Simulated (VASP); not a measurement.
# CaO (Fm-3m) in VASP: further runs

The runs below take CaO through single point, with r2SCAN, PBE, HSE06, PBE0.

All numbers are computed with VASP 6.6.1; they aren't measurements. Logs are shortened: lines on timing, memory, paths and dates and some standing lists are left out, and cuts for length are marked.

### Step 1. The cell of the first run

The structure is cubic, space group Fm-3m (No. 225). Conventional cell: a = 4.795 Å, b = 4.795 Å, c = 4.795 Å, α = 90.00°, β = 90.00°, γ = 90.00°. Ca (site symmetry m-3m) has 6 O at 2.40 Å within 3.2 Å. Within 3.2 Å of O (site symmetry m-3m) lie 6 Ca at 2.40 Å.

### Step 2. Single point, r2SCAN

Input file POSCAR:

```
CaO
1.0
    0.0000000000      2.3975523198      2.3975523198
    2.3975523198      0.0000000000      2.3975523198
    2.3975523198      2.3975523198      0.0000000000
Ca O
1 1
Direct
    0.0000000000      0.0000000000      0.0000000000
    0.5000000000      0.5000000000      0.5000000000
```

Input file INCAR.step1:

```
  ALGO = Normal
  EDIFF = 1E-4
  ENCUT = 520
  GGA = PE
  ISMEAR = 0
  LASPH = True
  LCHARG = False
  LREAL = False
  LWAVE = True
  NBANDS = 15
  NELM = 100
  PREC = Accurate
  SIGMA = 0.01
```

Input file INCAR.step2:

```
  ALGO = Normal
  EDIFF = 1E-7
  ENCUT = 520
  ISIF = 2
  ISMEAR = 0
  ISTART = 1
  LASPH = True
  LCHARG = True
  LELF = True
  LMIXTAU = True
  LREAL = False
  LVHAR = True
  LWAVE = False
  METAGGA = R2SCAN
  NBANDS = 15
  NELM = 100
  PREC = Accurate
  SIGMA = 0.01
```

Input file KPOINTS:

```
k-points
0
Gamma
  6 6 6
```

Potentials or basis: VASP PAW PBE potentials, release 64 (Ca_sv, O).

Started as:

```bash
$ cat potpaw_PBE.64/Ca_sv/POTCAR potpaw_PBE.64/O/POTCAR > POTCAR
$ cp INCAR.step1 INCAR
$ mpirun -np 1 vasp_std > vasp.out
$ cp INCAR.step2 INCAR
$ mpirun -np 1 vasp_std > vasp.out
```

OUTCAR:

```text
EDIFF = 1E-7
   ENCUT = 520
   ISIF = 2
   ISMEAR = 0
   ISTART = 1
   LASPH = True
   LREAL = False
   METAGGA = R2SCAN
   NELM = 100
   PREC = Accurate

 ion  position               nearest neighbor table
   1  0.000  0.000  0.000-   2 2.40   2 2.40   2 2.40   2 2.40   2 2.40   2 2.40
   2  0.500  0.500  0.500-   1 2.40   1 2.40   1 2.40   1 2.40   1 2.40   1 2.40

  LATTYP: Found a face centered cubic cell.
 ALAT       =     4.7951046396

  Lattice vectors:

 A1 = (   0.0000000000,   2.3975523198,   2.3975523198)
 A2 = (   2.3975523198,   0.0000000000,   2.3975523198)
 A3 = (   2.3975523198,   2.3975523198,   0.0000000000)

Analysis of symmetry for initial positions (statically):
=====================================================================
 Subroutine PRICEL returns:
 Original cell was already a primitive cell.

 Routine SETGRP: Setting up the symmetry group for a
 face centered cubic supercell.

 Subroutine GETGRP returns: Found 48 space group operations
 (whereof 48 operations were pure point group operations)
 out of a pool of 48 trial point group operations.

The static configuration has the point symmetry O_h .

Analysis of symmetry for dynamics (positions and initial velocities):
=====================================================================
 Subroutine PRICEL returns:
 Original cell was already a primitive cell.

 Routine SETGRP: Setting up the symmetry group for a
 face centered cubic supercell.

 Subroutine GETGRP returns: Found 48 space group operations
 (whereof 48 operations were pure point group operations)
 out of a pool of 48 trial point group operations.

The dynamic configuration has the point symmetry O_h .

 Subroutine INISYM returns: Found 48 space group operations
 (whereof 48 operations are pure point group operations),
 and found     1 'primitive' translations

----------------------------------------------------------------------------------------

                                     Primitive cell

  volume of cell :      27.5635

  direct lattice vectors                    reciprocal lattice vectors
     0.000000000  2.397552320  2.397552320    -0.208546022  0.208546022  0.208546022
     2.397552320  0.000000000  2.397552320     0.208546022 -0.208546022  0.208546022
     2.397552320  2.397552320  0.000000000     0.208546022  0.208546022 -0.208546022

  length of vectors
     3.390651007  3.390651007  3.390651007     0.361212307  0.361212307  0.361212307

  position of ions in fractional coordinates (direct lattice)
     0.000000000  0.000000000  0.000000000
     0.500000000  0.500000000  0.500000000

  ion indices of the primitive-cell ions
   primitive index   ion index
                 1           1
                 2           2

----------------------------------------------------------------------------------------

 KPOINTS: k-points

Automatic generation of k-mesh.
 Grid dimensions read from file:
 generate k-points for:    6    6    6

 Generating k-lattice:

  Cartesian coordinates                     Fractional coordinates (reciprocal lattice)
    -0.034757670  0.034757670  0.034757670     0.166666667  0.000000000  0.000000000
     0.034757670 -0.034757670  0.034757670     0.000000000  0.166666667  0.000000000
     0.034757670  0.034757670 -0.034757670     0.000000000  0.000000000  0.166666667

  Length of vectors
     0.060202051  0.060202051  0.060202051

  Shift w.r.t. Gamma in fractional coordinates (k-lattice)
     0.000000000  0.000000000  0.000000000

 Subroutine IBZKPT returns following result:
 ===========================================

 Found     16 irreducible k-points:

 Following reciprocal coordinates:
            Coordinates               Weight
  0.000000  0.000000  0.000000      1.000000
  0.166667  0.000000  0.000000      8.000000
  0.333333  0.000000  0.000000      8.000000
  0.500000  0.000000  0.000000      4.000000
  0.166667  0.166667  0.000000      6.000000
  0.333333  0.166667  0.000000     24.000000
[... 8 lines left out ...]
 -0.333333  0.333333  0.166667     24.000000
 -0.333333  0.500000  0.166667     12.000000
   k-points           NKPTS =     16   k-points in BZ     NKDIM =     16   number of bands    NBANDS=     15
   number of dos      NEDOS =    301   number of ions     NIONS =      2
   total plane-waves  NPLWV =  21952
   dimension x,y,z NGX =    28 NGY =   28 NGZ =   28
   dimension x,y,z NGXF=    56 NGYF=   56 NGZF=   56
   ions per type =               1   1
   NGX,Y,Z   is equivalent  to a cutoff of  13.73, 13.73, 13.73 a.u.
   NGXF,Y,Z  is equivalent  to a cutoff of  27.46, 27.46, 27.46 a.u.
 SYSTEM =  unknown system
   PREC   = accura    normal or accurate (medium, high low for compatibility)
   ISTART =      1    job   : 0-new  1-cont  2-samecut
   ICHARG =      0    charge: 1-file 2-atom 10-const
   ISPIN  =      1    spin polarized calculation?
   LNONCOLLINEAR =      F non collinear calculations
   LSORBIT =      F    spin-orbit coupling
   LASPH  =      T    aspherical Exc in radial PAW
   ENCUT  =  520.0 eV  38.22 Ry    6.18 a.u.   6.30  6.30  6.30*2*pi/ulx,y,z
   NELM   =    100;   NELMIN=  2; NELMDL=  0     # of ELM steps
   EDIFF  = 0.1E-06   stopping-criterion for ELM
   LREAL  =      F    real-space projection
   EDIFFG = 0.1E-05   stopping-criterion for IOM
   NSW    =      0    number of steps for IOM
   IBRION =     -1    ionic relax: 0-MD 1-quasi-New 2-CG
   NFREE  =      0    steps in history (QN), initial steepest desc. (CG)
   ISIF   =      2    stress and relaxation
   ISYM   =      2    0-nonsym 1-usesym 2-fastsym
   POTIM  = 0.5000    time-step for ionic-motion
   TEBEG  =    0.0;   TEEND  =   0.0 temperature during run
   PSTRESS=    0.0 pullay stress
   NELECT =      16.0000    total number of electrons
   NUPDOWN=      -1.0000    fix difference up-down
   EMIN   =  10.00;   EMAX   =-10.00  energy-range for DOS
   EFERMI =   0.00;   METHOD = LEGACY
   ISMEAR =     0;   SIGMA  =   0.01  broadening in eV -4-tet -1-fermi 0-gaus
   EFERMI_NEDOS =   21; number of points for ismear=-14 and -15
   IALGO  =     38    algorithm
   IMIX   =      4    mixing-type and parameters
     AMIX     =   0.40;   BMIX     =  1.00
     AMIX_MAG =   1.60;   BMIX_MAG =  1.00
  volume/ion in A,a.u.               =      13.78        93.00
  Fermi-wavevector in a.u.,A,eV,Ry     =   1.365642  2.580688 25.374552  1.864977
  Thomas-Fermi vector in A             =   2.491852
   LORBIT       =      0    0 simple, 1 ext, 2 COOP (PROOUT), +10 PAW based schemes
   METAGGA = R2SCAN    functional components
   LHFCALC =     F    Hartree Fock is set to
   AEXX    =    0.0000 exact exchange contribution
   IVDW    =     0    specifies the selected vdW correction
   LEPSILON=     F    determine dielectric tensor
   LRPA    =     F    only Hartree local field effects (RPA)
 non-spin polarized calculation
 Gauss-broadening in eV      SIGMA  =   0.01
  energy-cutoff  :      520.00
  volume of cell :       27.56
 maximum number of plane-waves:       754
 NGX is ok and might be reduce to    28
   NGX = 13   NGY = 13   NGZ = 13

 number of electron      15.9999997 magnetization

 Free energy of the ion-electron system (eV)
  ---------------------------------------------------
  ext. energy  EPLUGINS =         0.00000000
  ---------------------------------------------------
  free energy    TOTEN  =       -19.45302747 eV

  energy without entropy =      -19.45302747  energy(sigma->0) =      -19.45302747

 E-fermi :   2.1247     XC(G=0): -11.1117

 val. band max:        2.0550764628   @ k =   0.0000   0.0000   0.0000
 cond. band min:       6.2416170504   @ k =   0.5000   0.5000   0.0000
 fundamental gap:      4.1865405876
 Fermi energy:         2.1246570807

 k-point     1 :       0.0000    0.0000    0.0000
  band No.  band energies     occupation
      1     -36.9714      2.00000
      2     -16.8582      2.00000
      3     -16.8582      2.00000
      4     -16.8582      2.00000
      5     -14.4318      2.00000
      6       2.0551      2.00000
      7       2.0551      2.00000
      8       2.0551      2.00000
      9       7.5432      0.00000
     10       8.9254      0.00000
     11       8.9254      0.00000
     12       8.9254      0.00000
     13      10.5334      0.00000
     14      10.5334      0.00000
     15      17.8734      0.00000

 k-point     2 :       0.1667    0.0000    0.0000
  band No.  band energies     occupation
      1     -36.9454      2.00000
      2     -17.2605      2.00000
      3     -16.8713      2.00000
      4     -16.8712      2.00000
      5     -14.0144      2.00000
      6       1.2196      2.00000
      7       1.7053      2.00000
      8       1.7053      2.00000
      9       8.6422      0.00000
     10       8.9093      0.00000
     11       9.3996      0.00000
     12       9.3996      0.00000
     13      11.1762      0.00000
     14      11.1762      0.00000
     15      18.7810      0.00000

 k-point     3 :       0.3333    0.0000    0.0000
  band No.  band energies     occupation
      1     -36.8930      2.00000
      2     -17.8551      2.00000
      3     -16.8970      2.00000
      4     -16.8969      2.00000
      5     -13.3851      2.00000
      6      -0.0395      2.00000
      7       1.1066      2.00000
      8       1.1066      2.00000
      9       9.2423      0.00000
     10      10.4925      0.00000
     11      10.4925      0.00000
     12      10.6076      0.00000
     13      12.5081      0.00000
     14      12.5081      0.00000
     15      18.2512      0.00000
[... 199 lines left out ...]
 k-point    15 :      -0.3333    0.3333    0.1667
  band No.  band energies     occupation
      1     -36.8427      2.00000
      2     -17.6742      2.00000
      3     -17.1908      2.00000
      4     -17.0583      2.00000
      5     -13.5926      2.00000
      6       0.3451      2.00000
      7       0.9716      2.00000
      8       1.0443      2.00000
      9       9.2419      0.00000
     10       9.2434      0.00000
     11      11.5041      0.00000
     12      11.8959      0.00000
     13      12.9691      0.00000
     14      15.8780      0.00000
     15      16.9148      0.00000

 k-point    16 :      -0.3333    0.5000    0.1667
  band No.  band energies     occupation
      1     -36.8350      2.00000
      2     -17.3750      2.00000
      3     -17.2908      2.00000
      4     -17.1861      2.00000
      5     -13.8663      2.00000
      6       0.8567      2.00000
      7       0.9776      2.00000
      8       1.2615      2.00000
      9       7.6628      0.00000
     10      10.4215      0.00000
     11      11.1592      0.00000
     12      12.3429      0.00000
     13      12.5610      0.00000
     14      15.9342      0.00000
     15      16.9179      0.00000

------------------------ aborting loop because EDIFF is reached ----------------------------------------

  FORCE on cell =-STRESS in cart. coord.  units (eV):
  Direction    XX          YY          ZZ          XY          YZ          ZX
  --------------------------------------------------------------------------------------
  -------------------------------------------------------------------------------------
  Total        0.1818754      0.1818754      0.1818754      0.0000000      0.0000000      0.0000000
  in kB       10.5718298     10.5718298     10.5718298      0.0000000      0.0000000      0.0000000
  external PRESSURE =      10.5718298 kB  Pullay stress =       0.0000000 kB

 VOLUME and BASIS-vectors are now :
 -----------------------------------------------------------------------------
  energy-cutoff  :      520.00
  volume of cell :       27.56
      direct lattice vectors                 reciprocal lattice vectors
     0.000000000  2.397552320  2.397552320    -0.208546022  0.208546022  0.208546022
     2.397552320  0.000000000  2.397552320     0.208546022 -0.208546022  0.208546022
     2.397552320  2.397552320  0.000000000     0.208546022  0.208546022 -0.208546022

 POSITION                                       TOTAL-FORCE (eV/Angst)
 -----------------------------------------------------------------------------------
      0.00000      0.00000      0.00000         0.000000     -0.000000      0.000000
      2.39755      2.39755      2.39755        -0.000000      0.000000     -0.000000
 -----------------------------------------------------------------------------------
    total drift:                                0.000000      0.000000      0.000000

  FREE ENERGIE OF THE ION-ELECTRON SYSTEM (eV)
  ---------------------------------------------------
  free  energy   TOTEN  =       -19.4530274658 eV

  energy  without entropy=      -19.4530274658  energy(sigma->0) =      -19.45302747
```

Run time: 20 s. Hardware: 1 thread of Intel Xeon 6975P-C (Granite Rapids), shared host; peak memory 0.16 GiB.

Results:

- Free energy: -19.4530 eV
- Pressure: 1.1 GPa
- Band gap on the k mesh: 4.19 eV, indirect (least direct gap 4.56 eV)

Levels at points of the mesh, in eV from the valence-band top:
```csv
k point,band 4,band 5,band 6,band 7,band 8,band 9,band 10,band 11,band 12,band 13
"(0.00, 0.00, 0.00)",-18.91,-16.49,0.00,0.00,0.00,5.49,6.87,6.87,6.87,8.48
"(0.50, 0.00, 0.00)",-18.96,-15.18,-2.62,-1.21,-1.21,7.73,9.09,9.09,9.27,11.25
"(0.50, 0.50, 0.00)",-19.15,-16.27,-1.29,-0.37,-0.37,4.19,8.82,9.67,10.28,10.28
```

Caveat: the PAW data sets were made with another functional, which shifts forces and pressure a little. A k mesh can miss the band edges.

### Step 3. Single point, PBE

Input file INCAR:

```
SYSTEM = CaO
PREC = Accurate ; ENCUT = 520
EDIFF = 1E-6 ; ISMEAR = 0
SIGMA = 0.01 ; LREAL = .False.
LASPH = .True. ; NELM = 100
ALGO = Normal ; ISIF = 2
LWAVE = .False. ; LCHARG = .True.
GGA = PE ; LELF = .True.
LVHAR = .True. ; NBANDS = 15
```

Input file KPOINTS:

```
regular mesh
0
Gamma
  10 10 10
  0 0 0
```

POSCAR is that of step 2.

Potentials or basis: VASP PAW PBE potentials, release 64 (Ca_sv, O).

Started as:

```bash
$ cat potpaw_PBE.64/Ca_sv/POTCAR potpaw_PBE.64/O/POTCAR > POTCAR
$ mpirun -np 1 vasp_std > vasp.out
```

It took 9.4 s on 1 thread of Intel Xeon 6975P-C (Granite Rapids), shared host; peak memory 0.16 GiB.

It converged, with:

| Quantity | Value |
| --- | --- |
| Free energy | -12.7977 eV |
| Pressure | 3.1 GPa |
| Band gap on the k mesh | 3.63 eV, indirect (least direct gap 4.01 eV) |

Levels at points of the mesh, in eV from the valence-band top:
| k point | band 6 | band 7 | band 8 | band 9 | band 10 | band 11 |
| --- | --- | --- | --- | --- | --- | --- |
| (0.00, 0.00, 0.00) | 0.00 | 0.00 | 0.00 | 4.77 | 6.24 | 6.24 |
| (0.50, 0.00, 0.00) | -2.66 | -1.22 | -1.22 | 7.08 | 8.39 | 8.39 |
| (0.50, 0.50, 0.00) | -1.30 | -0.37 | -0.37 | 3.63 | 8.10 | 8.93 |

A k mesh can miss the band edges. A hybrid or GW would open this gap; PBE tends to underestimate it.

(Continued in part 2 of 2.)
